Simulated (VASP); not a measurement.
# MgI2 (P-3m1) in VASP: further runs

MgI2 is run at these levels: PBEsol, optB86b-vdW; tasks: single point, relaxation of cell and atoms.

All numbers are computed with VASP 6.6.1; they aren't measurements. Logs are shortened: lines on timing, memory, paths and dates and some standing lists are left out, and cuts for length are marked.

## (1) The cell of the first run

The structure is trigonal, space group P-3m1 (No. 164). The conventional cell has a = 4.140 Å, b = 4.140 Å, c = 6.880 Å, α = 90.00°, β = 90.00°, γ = 120.00°. I (site symmetry 3m) has 3 Mg at 2.94 Å within 3.9 Å. Within 3.9 Å of Mg (site symmetry -3m) lie 6 I at 2.94 Å.

## (2) Single point, PBEsol

Contents of INCAR:

```
SYSTEM = MgI2
  ALGO = Normal
  EDIFF = 1E-6
  ENCUT = 520
  GGA = PS
  ISIF = 2
  ISMEAR = -1
  LASPH = .True.
  LCHARG = .True.
  LELF = .True.
  LREAL = .False.
  LVHAR = .True.
  LWAVE = .False.
  NBANDS = 15
  NELM = 80
  PREC = Accurate
  SIGMA = 0.05
```

Contents of KPOINTS:

```
k-points
0
Gamma
  8 8 4
  0 0 0
```

Contents of POSCAR:

```
MgI2
1.0
    4.1400000000      0.0000000000      0.0000000000
   -2.0700000000      3.5853451717      0.0000000000
    0.0000000000      0.0000000000      6.8800000000
I Mg
2 1
Direct
    0.6666666667      0.3333333333      0.7500000000
    0.3333333333      0.6666666667      0.2500000000
    0.0000000000      0.0000000000      0.0000000000
```

Potentials or basis: VASP PAW PBE potentials, release 64 (I, Mg).

Launch:

```console
cat potpaw_PBE.64/I/POTCAR potpaw_PBE.64/Mg/POTCAR > POTCAR
mpirun -np 1 vasp_std > vasp.out
```

OUTCAR:

```text
SYSTEM = MgI2
   EDIFF = 1E-6
   ENCUT = 520
   GGA = PS
   ISIF = 2
   ISMEAR = -1
   LASPH = .True.
   LREAL = .False.
   NELM = 80
   PREC = Accurate

 ion  position               nearest neighbor table
   1  0.667  0.333  0.750-   3 2.94   3 2.94   3 2.94
   2  0.333  0.667  0.250-   3 2.94   3 2.94   3 2.94
   3  0.000  0.000  0.000-   1 2.94   2 2.94   1 2.94   2 2.94   1 2.94   2 2.94

  LATTYP: Found a hexagonal cell.
 ALAT       =     4.1400000000
 C/A-ratio  =     1.6618357488

  Lattice vectors:

 A1 = (   4.1400000000,   0.0000000000,   0.0000000000)
 A2 = (  -2.0700000000,   3.5853451717,   0.0000000000)
 A3 = (   0.0000000000,   0.0000000000,   6.8800000000)

Analysis of symmetry for initial positions (statically):
=====================================================================
 Subroutine PRICEL returns:
 Original cell was already a primitive cell.

 Routine SETGRP: Setting up the symmetry group for a
 hexagonal supercell.

 Subroutine GETGRP returns: Found 12 space group operations
 (whereof 12 operations were pure point group operations)
 out of a pool of 24 trial point group operations.

The static configuration has the point symmetry D_3d.

Analysis of symmetry for dynamics (positions and initial velocities):
=====================================================================
 Subroutine PRICEL returns:
 Original cell was already a primitive cell.

 Routine SETGRP: Setting up the symmetry group for a
 hexagonal supercell.

 Subroutine GETGRP returns: Found 12 space group operations
 (whereof 12 operations were pure point group operations)
 out of a pool of 24 trial point group operations.

The dynamic configuration has the point symmetry D_3d.

 Subroutine INISYM returns: Found 12 space group operations
 (whereof 12 operations are pure point group operations),
 and found     1 'primitive' translations

----------------------------------------------------------------------------------------

                                     Primitive cell

  volume of cell :     102.1221

  direct lattice vectors                    reciprocal lattice vectors
     4.140000000  0.000000000  0.000000000     0.241545894  0.139456587  0.000000000
    -2.070000000  3.585345172  0.000000000     0.000000000  0.278913174  0.000000000
     0.000000000  0.000000000  6.880000000     0.000000000  0.000000000  0.145348837

  length of vectors
     4.140000000  4.140000000  6.880000000     0.278913174  0.278913174  0.145348837

  position of ions in fractional coordinates (direct lattice)
     0.666666667  0.333333333  0.750000000
     0.333333333  0.666666667  0.250000000
     0.000000000  0.000000000  0.000000000

  ion indices of the primitive-cell ions
   primitive index   ion index
                 1           1
                 2           2
                 3           3

----------------------------------------------------------------------------------------

 KPOINTS: k-points

Automatic generation of k-mesh.
 Grid dimensions read from file:
 generate k-points for:    8    8    4

 Generating k-lattice:

  Cartesian coordinates                     Fractional coordinates (reciprocal lattice)
     0.030193237  0.017432073  0.000000000     0.125000000 -0.000000000  0.000000000
     0.000000000  0.034864147  0.000000000     0.000000000  0.125000000  0.000000000
     0.000000000  0.000000000  0.036337209     0.000000000  0.000000000  0.250000000

  Length of vectors
     0.034864147  0.034864147  0.036337209

  Shift w.r.t. Gamma in fractional coordinates (k-lattice)
     0.000000000  0.000000000  0.000000000

 Subroutine IBZKPT returns following result:
 ===========================================

 Found     35 irreducible k-points:

 Following reciprocal coordinates:
            Coordinates               Weight
  0.000000  0.000000  0.000000      1.000000
  0.125000 -0.000000  0.000000      6.000000
  0.250000 -0.000000  0.000000      6.000000
  0.375000 -0.000000  0.000000      6.000000
  0.500000 -0.000000  0.000000      3.000000
  0.125000  0.125000  0.000000      6.000000
[... 16 lines left out ...]
 -0.125000  0.500000  0.250000     12.000000
  0.250000  0.250000  0.250000     12.000000
 [... further k-points ...]
   k-points           NKPTS =     35   k-points in BZ     NKDIM =     35   number of bands    NBANDS=     15
   number of dos      NEDOS =    301   number of ions     NIONS =      3
   total plane-waves  NPLWV =  55296
   dimension x,y,z NGX =    32 NGY =   32 NGZ =   54
   dimension x,y,z NGXF=    64 NGYF=   64 NGZF=  108
   ions per type =               2   1
   NGX,Y,Z   is equivalent  to a cutoff of  12.85, 12.85, 13.05 a.u.
   NGXF,Y,Z  is equivalent  to a cutoff of  25.70, 25.70, 26.10 a.u.
 SYSTEM =  MgI2
   PREC   = accura    normal or accurate (medium, high low for compatibility)
   ISTART =      0    job   : 0-new  1-cont  2-samecut
   ICHARG =      2    charge: 1-file 2-atom 10-const
[... 68 lines left out ...]
      6       2.2397      2.00000
      7       2.2607      2.00000
      8       2.2607      2.00000
      9       5.7706      0.00000
     10       6.9848      0.00000
     11       9.0045      0.00000
     12       9.0045      0.00000
     13       9.5974      0.00000
     14      10.4395      0.00000
     15      10.4395      0.00000

 k-point     2 :       0.1250   -0.0000    0.0000
  band No.  band energies     occupation
      1      -9.7292      2.00000
      2      -9.0852      2.00000
      3      -1.2478      2.00000
      4       1.2555      2.00000
      5       1.6777      2.00000
      6       1.6962      2.00000
      7       2.1858      2.00000
      8       2.2308      2.00000
      9       6.4019      0.00000
     10       7.5455      0.00000
     11       8.3608      0.00000
     12       9.2182      0.00000
     13       9.6615      0.00000
     14      10.1635      0.00000
     15      10.6742      0.00000

 k-point     3 :       0.2500   -0.0000    0.0000
  band No.  band energies     occupation
      1      -9.5117      2.00000
      2      -8.9817      2.00000
      3      -0.9440      2.00000
      4       0.1270      2.00000
      5       0.7131      2.00000
      6       1.3417      2.00000
      7       1.9865      2.00000
      8       2.0857      2.00000
      9       6.7037      0.00000
     10       7.5464      0.00000
     11       8.4302      0.00000
     12       9.2784      0.00000
     13       9.3504      0.00000
     14      10.2716      0.00000
     15      11.1233      0.00000

 k-point     4 :       0.3750   -0.0000    0.0000
  band No.  band energies     occupation
      1      -9.2448      2.00000
      2      -8.8996      2.00000
      3      -1.0217      2.00000
      4      -0.3834      2.00000
      5       0.1462      2.00000
      6       1.0596      2.00000
      7       1.5999      2.00000
      8       1.9184      2.00000
      9       6.1063      0.00000
     10       7.5161      0.00000
     11       7.7801      0.00000
     12       9.1625      0.00000
     13       9.7519      0.00000
     14      11.0536      0.00000
     15      11.7572      0.00000
[... 307 lines left out ...]
 k-point    22 :       0.3750    0.1250    0.2500
  band No.  band energies     occupation
      1      -9.0770      2.00000
      2      -8.9149      2.00000
      3      -1.1611      2.00000
      4      -0.6957      2.00000
      5       0.4903      2.00000
      6       0.7667      2.00000
      7       1.3612      2.00000
      8       1.6432      2.00000
      9       6.1779      0.00000
     10       7.6045      0.00000
     11       8.3486      0.00000
     12       8.7696      0.00000
     13       9.1747      0.00000
     14      11.4203      0.00000
     15      12.1977      0.00000

 k-point    23 :      -0.1250    0.5000    0.2500
  band No.  band energies     occupation
      1      -9.0803      2.00000
      2      -8.9113      2.00000
      3      -1.2511      2.00000
      4      -0.5549      2.00000
      5       0.3916      2.00000
      6       0.9520      2.00000
      7       1.1820      2.00000
      8       1.6824      2.00000
      9       6.0400      0.00000
     10       7.7976      0.00000
     11       8.4795      0.00000
     12       8.7126      0.00000
     13       9.2866      0.00000
     14      11.2228      0.00000
     15      11.8553      0.00000

 k-point    24 :       0.2500    0.2500    0.2500
  band No.  band energies     occupation
      1      -9.0870      2.00000
      2      -8.9069      2.00000
      3      -0.9790      2.00000
      4      -0.4839      2.00000
      5       0.1910      2.00000
      6       0.6414      2.00000
      7       1.0428      2.00000
      8       1.6958      2.00000
      9       6.5087      0.00000
     10       7.9450      0.00000
     11       8.8536      0.00000
     12       9.3582      0.00000
     13       9.8469      0.00000
     14       9.9410      0.00000
     15      11.1019      0.00000

 [... further k-points ...]

------------------------ aborting loop because EDIFF is reached ----------------------------------------

  FORCE on cell =-STRESS in cart. coord.  units (eV):
  Direction    XX          YY          ZZ          XY          YZ          ZX
  --------------------------------------------------------------------------------------
  -------------------------------------------------------------------------------------
  Total       -0.4473362     -0.4473362     -0.7301745     -0.0000000      0.0000000     -0.0000000
  in kB       -7.0181858     -7.0181858    -11.4555915     -0.0000000      0.0000000     -0.0000000
  external PRESSURE =      -8.4973210 kB  Pullay stress =       0.0000000 kB

 VOLUME and BASIS-vectors are now :
 -----------------------------------------------------------------------------
  energy-cutoff  :      520.00
  volume of cell :      102.12
      direct lattice vectors                 reciprocal lattice vectors
     4.140000000  0.000000000  0.000000000     0.241545894  0.139456587  0.000000000
    -2.070000000  3.585345172  0.000000000     0.000000000  0.278913174  0.000000000
     0.000000000  0.000000000  6.880000000     0.000000000  0.000000000  0.145348837

 POSITION                                       TOTAL-FORCE (eV/Angst)
 -----------------------------------------------------------------------------------
      2.07000      1.19512      5.16000        -0.000000      0.000000      0.299604
     -0.00000      2.39023      1.72000         0.000000     -0.000000     -0.299604
      0.00000      0.00000      0.00000         0.000000      0.000000      0.000000
 -----------------------------------------------------------------------------------
    total drift:                                0.000000     -0.000000      0.000000

  FREE ENERGIE OF THE ION-ELECTRON SYSTEM (eV)
  ---------------------------------------------------
  free  energy   TOTEN  =        -8.4039655835 eV

  energy  without entropy=       -8.4039655834  energy(sigma->0) =       -8.40396558
```

Wall time 33 s (1 thread of AMD EPYC 7R13 (Zen 3), shared host); peak memory 0.21 GiB.

Results:

```yaml
Free_energy: -8.4040 eV
Pressure: -0.8 GPa
Largest_force: 0.300 eV/Å
Band_gap_on_the_k_mesh: 3.42 eV (least direct gap 3.51 eV)
```

Forces on the atoms (eV/Å):
```
I    0.000  0.000  0.300
I    0.000  0.000 -0.300
Mg   0.000  0.000  0.000
```

Stress tensor (GPa, compression positive):
```
-0.70  0.00  0.00
 0.00 -0.70  0.00
 0.00  0.00 -1.15
```

Caveat: the PAW data sets were made with another functional, which shifts forces and pressure a little; spin-orbit coupling is left out, which moves the levels of the heavy elements; this functional lacks dispersion, which binds layers or chains, so the pressure and a relaxed spacing across them are unreliable. A k mesh can miss the band edges.

## (3) Relaxation of cell and atoms, optB86b-vdW (34.72 Å³/atom)

This run uses another cell than the first one, of 34.72 Å³/atom.

Contents of POSCAR:

```
MgI2
1.0
    4.1674180176      0.0000000000      0.0000000000
   -2.0837090088      3.6090898714      0.0000000000
    0.0000000000      0.0000000000      6.9255642418
I Mg
2 1
Direct
    0.6666666667      0.3333333333      0.7500000000
    0.3333333333      0.6666666667      0.2500000000
    0.0000000000      0.0000000000      0.0000000000
```

Contents of INCAR.step1:

```
SYSTEM = MgI2
GGA = MK
LUSE_VDW = .True.
AGGAC = 0.0
PARAM1 = 0.1234
PARAM2 = 1.0
ISMEAR = 0
SIGMA = 0.03
LWAVE = .False.
LCHARG = .False.
NSW = 80
PREC = Accurate
LASPH = .True.
LREAL = .False.
ALGO = Normal
EDIFF = 1E-6
NELM = 120
GGA_COMPAT = .False.
IBRION = 2
ISIF = 3
EDIFFG = -0.005
NELMIN = 4
ENCUT = 300
EFERMI = MIDGAP
POTIM = 0.5
```

Contents of INCAR.step3:

```
SYSTEM = MgI2
GGA = MK
LUSE_VDW = .True.
AGGAC = 0.0
PARAM1 = 0.1234
PARAM2 = 1.0
ISMEAR = 0
SIGMA = 0.03
LWAVE = .False.
LCHARG = .False.
PREC = Accurate
LASPH = .True.
LREAL = .False.
ALGO = Normal
EDIFF = 1E-6
NELM = 120
GGA_COMPAT = .False.
ISIF = 2
ENCUT = 300
EFERMI = MIDGAP
```

Contents of KPOINTS:

```
Automatic mesh
0
Gamma
  5 5 3
  0 0 0
```

Potentials or basis: VASP PAW PBE potentials, release 64 (I, Mg).

Launch:

```console
cat potpaw_PBE.64/I/POTCAR potpaw_PBE.64/Mg/POTCAR > POTCAR
cp INCAR.step1 INCAR
cp POSCAR.step1 POSCAR
mpirun -np 1 vasp_std > vasp.out
cp CONTCAR POSCAR
mpirun -np 1 vasp_std > vasp.out
cp CONTCAR POSCAR
cp INCAR.step3 INCAR
mpirun -np 1 vasp_std > vasp.out
```

It took 3.9 min on 1 thread of AMD EPYC 9R45 (Zen 5), shared host; peak memory 0.29 GiB.

Results (log left out):

```yaml
Free_energy: -2.6436 eV
Relaxed_volume: 34.12 Å³/atom
Relaxed_cell: a = 4.156 Å, b = 4.156 Å, c = 6.843 Å, α = 90.00°, β = 90.00°, γ = 120.00°
Space_group_after_relaxing_to_0.1_Å: P-3m1 (No. 164)
Energy_gained_by_relaxing: 5.5 meV/atom
Ionic_steps: 12
Pressure_after_relaxing: 0.0 GPa
Band_gap_on_the_k_mesh: 3.53 eV (least direct gap 3.63 eV)
```

The path:
```
step  energy change (eV)  largest force (eV/Å)  pressure (GPa)  volume (Å³)
   1              0.0000                0.2815           -0.97       104.16
   2             -0.0149                0.0616            0.12       101.02
   3             -0.0149                0.0585            0.14       100.98
   4             -0.0159                0.0439            0.09       101.28
   5             -0.0164                0.0206            0.02       101.75
   6             -0.0166                0.0187            0.01       101.85
   7             -0.0168                0.0127           -0.01       102.15
   8             -0.0168                0.0018           -0.05       102.74
   9             -0.0169                0.0068           -0.03       102.45
  10             -0.0168                0.0149            0.09       102.20
  11             -0.0169                0.0001            0.00       102.36
  12             -0.0166                0.0008            0.00       102.36
```

Final structure:
```
I Mg
1.0
     4.15618    0.00000    0.00000
    -2.07809    3.59936    0.00000
     0.00000    0.00000    6.84276
I Mg
2 1
Direct
  0.66667 0.33333 0.75504
  0.33333 0.66667 0.24496
  0.00000 0.00000 0.00000
```

Levels at points of the mesh, in eV from the valence-band top:
| k point | band 5 | band 6 | band 7 | band 8 | band 9 | band 10 | band 11 | band 12 |
| --- | --- | --- | --- | --- | --- | --- | --- | --- |
| (0.00, 0.00, 0.00) | -0.48 | -0.09 | -0.09 | 0.00 | 3.63 | 4.76 | 6.69 | 6.69 |

Caveat: the PAW data sets were made with another functional, which shifts forces and pressure a little; spin-orbit coupling is left out, which moves the levels of the heavy elements. A k mesh can miss the band edges.

## (4) Relaxation of cell and atoms, optB86b-vdW (34.72 Å³/atom)

This run uses another cell than the first one, of 34.72 Å³/atom.

POSCAR is that of step 3.

Changes to INCAR.step1 since step 3:

```diff
@@ -15,3 +15,3 @@
 ALGO = Normal
-EDIFF = 1E-6
+EDIFF = 1E-7
 NELM = 120
@@ -20,5 +20,5 @@
 ISIF = 3
-EDIFFG = -0.005
+EDIFFG = -0.002
 NELMIN = 4
-ENCUT = 300
+ENCUT = 650
 EFERMI = MIDGAP
```

Contents of INCAR.step4:

```
SYSTEM = MgI2
GGA = MK
LUSE_VDW = .True.
AGGAC = 0.0
PARAM1 = 0.1234
PARAM2 = 1.0
ISMEAR = 0
SIGMA = 0.03
LWAVE = .False.
LCHARG = .False.
PREC = Accurate
LASPH = .True.
LREAL = .False.
ALGO = Normal
EDIFF = 1E-7
NELM = 120
GGA_COMPAT = .False.
ISIF = 2
ENCUT = 650
EFERMI = MIDGAP
```

Contents of KPOINTS:

```
Automatic mesh
0
Gamma
  8 8 4
  0 0 0
```

Launch:

```console
cat potpaw_PBE.64/I/POTCAR potpaw_PBE.64/Mg/POTCAR > POTCAR
cp INCAR.step1 INCAR
cp POSCAR.step1 POSCAR
mpirun -np 1 vasp_std > vasp.out
cp CONTCAR POSCAR
mpirun -np 1 vasp_std > vasp.out
cp CONTCAR POSCAR
mpirun -np 1 vasp_std > vasp.out
cp CONTCAR POSCAR
cp INCAR.step4 INCAR
mpirun -np 1 vasp_std > vasp.out
```

Run time: 18 min. Hardware: 1 thread of AMD EPYC 9R45 (Zen 5), shared host; peak memory 0.66 GiB.

It converged, with:

```yaml
Free_energy: -2.6508 eV
Relaxed_volume: 34.11 Å³/atom
Relaxed_cell: a = 4.153 Å, b = 4.153 Å, c = 6.850 Å, α = 90.00°, β = 90.00°, γ = 120.00°
Space_group_after_relaxing_to_0.1_Å: P-3m1 (No. 164)
Energy_gained_by_relaxing: 5.6 meV/atom
Ionic_steps: 13
Pressure_after_relaxing: 0.0 GPa
Band_gap_on_the_k_mesh: 3.51 eV (least direct gap 3.65 eV)
```

The path:
```
step  energy change (eV)  largest force (eV/Å)  pressure (GPa)  volume (Å³)
   1              0.0000                0.2796           -0.99       104.16
   2             -0.0149                0.0589            0.12       100.96
   3             -0.0149                0.0590            0.12       100.96
   4             -0.0157                0.0448            0.08       101.24
   5             -0.0163                0.0210            0.01       101.71
   6             -0.0164                0.0174            0.02       101.79
   7             -0.0167                0.0065            0.02       102.01
   8             -0.0167                0.0140            0.04       102.46
   9             -0.0167                0.0041            0.03       102.23
  10             -0.0167                0.0094           -0.06       102.53
  11             -0.0167                0.0000            0.00       102.32
  12             -0.0167                0.0001            0.00       102.32
  13             -0.0167                0.0001            0.00       102.32
```

Final structure:
```
I Mg
1.0
     4.15331    0.00000    0.00000
    -2.07666    3.59687    0.00000
     0.00000    0.00000    6.84951
I Mg
2 1
Direct
  0.66667 0.33333 0.75504
  0.33333 0.66667 0.24496
  0.00000 0.00000 0.00000
```

Levels at points of the mesh, in eV from the valence-band top:
```tsv
k point	band 5	band 6	band 7	band 8	band 9	band 10	band 11	band 12
(0.00, 0.00, 0.00)	-0.46	-0.08	-0.08	0.00	3.65	4.78	6.71	6.71
(0.50, 0.00, 0.00)	-1.91	-1.39	-0.95	-0.46	3.64	5.30	5.45	6.89
(0.00, 0.00, 0.50)	-0.36	-0.36	-0.20	-0.20	4.65	4.86	6.51	6.51
(0.50, 0.00, 0.50)	-1.20	-1.13	-0.83	-0.73	3.52	5.14	5.68	6.02
```

Caveat: the PAW data sets were made with another functional, which shifts forces and pressure a little; spin-orbit coupling is left out, which moves the levels of the heavy elements. A k mesh can miss the band edges.

## (5) The runs side by side

```tsv
task	level	cell	k mesh	cutoff (eV)	smearing	dipole correction	tolerance level	purpose	passes	gap on the mesh (eV)	pressure (GPa)	relaxed volume (Å³/atom)
single point	PBEsol	a = 4.140, b = 4.140, c = 6.880 Å, angles 90.0, 90.0, 120.0°, 3 atoms	8 × 8 × 4	520	fermi-dirac 0.05 eV	no	-	-	-	3.42	-0.8	-
relaxation of cell and atoms	optB86b-vdW	relaxed from a = 4.167, b = 4.167, c = 6.926 Å, angles 90.0, 90.0, 120.0°, 3 atoms	5 × 5 × 3	300	gaussian 0.03 eV	-	standard	cell	2	3.53	0.0	34.12
relaxation of cell and atoms	optB86b-vdW	relaxed from a = 4.167, b = 4.167, c = 6.926 Å, angles 90.0, 90.0, 120.0°, 3 atoms	8 × 8 × 4	650	gaussian 0.03 eV	-	standard	cell	3	3.51	0.0	34.11
```

Alike in all rows: potentials or basis VASP PAW PBE potentials, release 64 (I, Mg); no spin polarisation.

Caveats: the PAW data sets were made with another functional, which shifts forces and pressure a little; spin-orbit coupling is left out, which moves the levels of the heavy elements; this functional lacks dispersion, which binds layers or chains, so the pressure and a relaxed spacing across them are unreliable (at least some runs).

Absolute energies hang on the potentials; compare differences alone.
